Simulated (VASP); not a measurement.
# SnGe2 (Fmmm) in VASP: single point with PBE

Aim: the single point of SnGe2 with PBE.

All numbers are computed with VASP 6.6.1; they aren't measurements. Logs are shortened: lines on timing, memory, paths and dates and some standing lists are left out, and cuts for length are marked.

**1. The cell of the first run**

The typed cell holds 3 atoms: a = 6.029 Å, b = 6.029 Å, c = 3.462 Å, α = 73.32°, β = 73.31°, γ = 33.38°.

**2. Single point, PBE**

INCAR reads:

```
SYSTEM = SnGe2
PREC = Accurate
ENCUT = 520
EDIFF = 1E-6
ISMEAR = 0
SIGMA = 0.1
LREAL = .False.
LASPH = .True.
NELM = 80
ALGO = Normal
ISIF = 2
LWAVE = .False.
LCHARG = .False.
GGA = PE
NBANDS = 28
```

KPOINTS reads:

```
Automatic mesh
0
Gamma
  14 14 14
  0 0 0
```

POSCAR reads:

```
SnGe2
1.0
    0.0000000000      2.4486103845      5.5091603155
    2.4478830327      0.0000000000      5.5091603155
    2.4478830327      2.4486103845      0.0000000000
Sn Ge
1 2
Direct
    0.0000000000      0.0000000000      0.0000000000
    0.6867022927      0.6867022927      0.3132977073
    0.3132977073      0.3132977073      0.6867022927
```

Potentials or basis: VASP PAW PBE potentials, release 64 (Sn_d, Ge_d).

On the command line:

```sh
$ cat potpaw_PBE.64/Sn_d/POTCAR potpaw_PBE.64/Ge_d/POTCAR > POTCAR
$ mpirun -np 1 vasp_std > vasp.out
```

OUTCAR:

```text
SYSTEM = SnGe2
   PREC = Accurate
   ENCUT = 520
   EDIFF = 1E-6
   ISMEAR = 0
   LREAL = .False.
   LASPH = .True.
   NELM = 80
   ISIF = 2
   GGA = PE

 ion  position               nearest neighbor table
   1  0.000  0.000  0.000-   2 3.20   2 3.20   3 3.20   3 3.20   3 3.20   2 3.20   2 3.20   3 3.20

   2  0.687  0.687  0.313-   3 2.82   3 2.82   3 2.82   3 2.82   1 3.20   1 3.20   1 3.20   1 3.20

   3  0.313  0.313  0.687-   2 2.82   2 2.82   2 2.82   2 2.82   1 3.20   1 3.20   1 3.20   1 3.20

  LATTYP: Found a face centered orthorhombic cell.
 ALAT       =     4.8957660654
 B/A-ratio  =     1.0002971350
 C/A-ratio  =     2.2505815196

  Lattice vectors:

 A1 = (   0.0000000000,   2.4486103845,   5.5091603155)
 A2 = (   2.4478830327,   0.0000000000,   5.5091603155)
 A3 = (   2.4478830327,   2.4486103845,   0.0000000000)

Analysis of symmetry for initial positions (statically):
=====================================================================
 Subroutine PRICEL returns:
 Original cell was already a primitive cell.

 Routine SETGRP: Setting up the symmetry group for a
 face centered orthorhombic supercell.

 Subroutine GETGRP returns: Found  8 space group operations
 (whereof  8 operations were pure point group operations)
 out of a pool of  8 trial point group operations.

The static configuration has the point symmetry D_2h.

Analysis of symmetry for dynamics (positions and initial velocities):
=====================================================================
 Subroutine PRICEL returns:
 Original cell was already a primitive cell.

 Routine SETGRP: Setting up the symmetry group for a
 face centered orthorhombic supercell.

 Subroutine GETGRP returns: Found  8 space group operations
 (whereof  8 operations were pure point group operations)
 out of a pool of  8 trial point group operations.

The dynamic configuration has the point symmetry D_2h.

 Subroutine INISYM returns: Found  8 space group operations
 (whereof  8 operations are pure point group operations),
 and found     1 'primitive' translations

----------------------------------------------------------------------------------------

                                     Primitive cell

  volume of cell :      66.0428

  direct lattice vectors                    reciprocal lattice vectors
[... 85 lines left out ...]
   LSORBIT =      F    spin-orbit coupling
   LASPH  =      T    aspherical Exc in radial PAW
   ENCUT  =  520.0 eV  38.22 Ry    6.18 a.u.  11.21 11.21  6.44*2*pi/ulx,y,z
   NELM   =     80;   NELMIN=  2; NELMDL= -5     # of ELM steps
   EDIFF  = 0.1E-05   stopping-criterion for ELM
   LREAL  =      F    real-space projection
   EDIFFG = 0.1E-04   stopping-criterion for IOM
   NSW    =      0    number of steps for IOM
   IBRION =     -1    ionic relax: 0-MD 1-quasi-New 2-CG
   NFREE  =      0    steps in history (QN), initial steepest desc. (CG)
   ISIF   =      2    stress and relaxation
   ISYM   =      2    0-nonsym 1-usesym 2-fastsym
   POTIM  = 0.5000    time-step for ionic-motion
   TEBEG  =    0.0;   TEEND  =   0.0 temperature during run
   PSTRESS=    0.0 pullay stress
   NELECT =      42.0000    total number of electrons
   NUPDOWN=      -1.0000    fix difference up-down
   EMIN   =  10.00;   EMAX   =-10.00  energy-range for DOS
   EFERMI =   0.00;   METHOD = LEGACY
   ISMEAR =     0;   SIGMA  =   0.10  broadening in eV -4-tet -1-fermi 0-gaus
   EFERMI_NEDOS =   21; number of points for ismear=-14 and -15
   IALGO  =     38    algorithm
   IMIX   =      4    mixing-type and parameters
     AMIX     =   0.40;   BMIX     =  1.00
     AMIX_MAG =   1.60;   BMIX_MAG =  1.00
  volume/ion in A,a.u.               =      22.01       148.56
  Fermi-wavevector in a.u.,A,eV,Ry     =   1.407827  2.660408 26.966439  1.981977
  Thomas-Fermi vector in A             =   2.530047
   LORBIT       =      0    0 simple, 1 ext, 2 COOP (PROOUT), +10 PAW based schemes
   GGA     = PE    functional components
   LHFCALC =     F    Hartree Fock is set to
   AEXX    =    0.0000 exact exchange contribution
   IVDW    =     0    specifies the selected vdW correction
   LEPSILON=     F    determine dielectric tensor
   LRPA    =     F    only Hartree local field effects (RPA)
 non-spin polarized calculation
 Gauss-broadening in eV      SIGMA  =   0.10
  energy-cutoff  :      520.00
  volume of cell :       66.04
 maximum number of plane-waves:      1799
 NGX is ok and might be reduce to    48
   NGX = 23   NGY = 23   NGZ = 13

 number of electron      42.0000013 magnetization

 Free energy of the ion-electron system (eV)
  ---------------------------------------------------
  ext. energy  EPLUGINS =         0.00000000
  ---------------------------------------------------
  free energy    TOTEN  =       -12.16983814 eV

  energy without entropy =      -12.16135791  energy(sigma->0) =      -12.16559803

 E-fermi :   7.0661     XC(G=0): -10.8247

 val. band max:        7.0249091176   @ k =  -0.2857   0.1429   0.4286
 cond. band min:       7.0669535137   @ k =  -0.2857   0.2143   0.2143
 fundamental gap:      0.0420443961
 Fermi energy:         7.0660646414

 k-point     1 :       0.0000    0.0000    0.0000
  band No.  band energies     occupation
      1     -17.5798      2.00000
      2     -17.5797      2.00000
      3     -17.5511      2.00000
      4     -17.5510      2.00000
      5     -17.5461      2.00000
      6     -17.5010      2.00000
[... 733 lines left out ...]
     27      13.9299      0.00000
     28      14.3806      0.00000

 [... further k-points ...]

------------------------ aborting loop because EDIFF is reached ----------------------------------------

  FORCE on cell =-STRESS in cart. coord.  units (eV):
  Direction    XX          YY          ZZ          XY          YZ          ZX
  --------------------------------------------------------------------------------------
  -------------------------------------------------------------------------------------
  Total        0.0021580     -0.0002040     -0.0058943      0.0000000      0.0000000      0.0000000
  in kB        0.0523533     -0.0049487     -0.1429927      0.0000000      0.0000000      0.0000000
  external PRESSURE =      -0.0318627 kB  Pullay stress =       0.0000000 kB

 VOLUME and BASIS-vectors are now :
 -----------------------------------------------------------------------------
  energy-cutoff  :      520.00
  volume of cell :       66.04
      direct lattice vectors                 reciprocal lattice vectors
     0.000000000  2.448610384  5.509160315    -0.204258126  0.204197451  0.090757932
     2.447883033  0.000000000  5.509160315     0.204258126 -0.204197451  0.090757932
     2.447883033  2.448610384  0.000000000     0.204258126  0.204197451 -0.090757932

 POSITION                                       TOTAL-FORCE (eV/Angst)
 -----------------------------------------------------------------------------------
      0.00000      0.00000      0.00000         0.000000     -0.000000      0.000000
      2.44788      2.44861      7.56631        -0.000000      0.000000     -0.003139
      2.44788      2.44861      3.45201        -0.000000      0.000000      0.003139
 -----------------------------------------------------------------------------------
    total drift:                                0.000000      0.000000      0.000000

  FREE ENERGIE OF THE ION-ELECTRON SYSTEM (eV)
  ---------------------------------------------------
  free  energy   TOTEN  =       -12.1698381411 eV

  energy  without entropy=      -12.1613579101  energy(sigma->0) =      -12.16559803
```

Wall time 25 min (1 thread of Intel Xeon 8259CL, shared host); peak memory 0.79 GiB.

What came out:

* Free energy: -12.1698 eV
* Pressure: 0.0 GPa
* Largest force: 0.003 eV/Å
* Band gap on the k mesh: zero (bands 21 and 22 overlap by 4.56 eV)

Forces on the atoms (eV/Å):
```
Sn   0.000  0.000  0.000
Ge   0.000  0.000 -0.003
Ge   0.000  0.000  0.003
```

Levels at points of the mesh, in eV from the Fermi level:
| k point | band 18 | band 19 | band 20 | band 21 | band 22 | band 23 | band 24 | band 25 |
| --- | --- | --- | --- | --- | --- | --- | --- | --- |
| (0.00, 0.00, 0.00) | -6.94 | 0.18 | 0.37 | 0.37 | 2.02 | 2.32 | 2.33 | 5.16 |
| (0.50, 0.00, 0.00) | -6.76 | -4.73 | -1.00 | -0.59 | 2.96 | 3.00 | 4.22 | 4.59 |
| (0.50, 0.50, 0.00) | -2.89 | -0.93 | -0.24 | -0.24 | 2.86 | 4.53 | 4.53 | 5.00 |
| (0.50, 0.00, 0.50) | -4.86 | -4.79 | -3.97 | -2.66 | -0.50 | -0.12 | 0.08 | 1.31 |
| (0.00, 0.50, 0.50) | -4.86 | -4.78 | -3.97 | -2.67 | -0.50 | -0.12 | 0.09 | 1.32 |

Caveat: spin-orbit coupling is left out, which moves the levels of the heavy elements.

The gap in the log of VASP goes by the Fermi energy; the results here count the filled bands.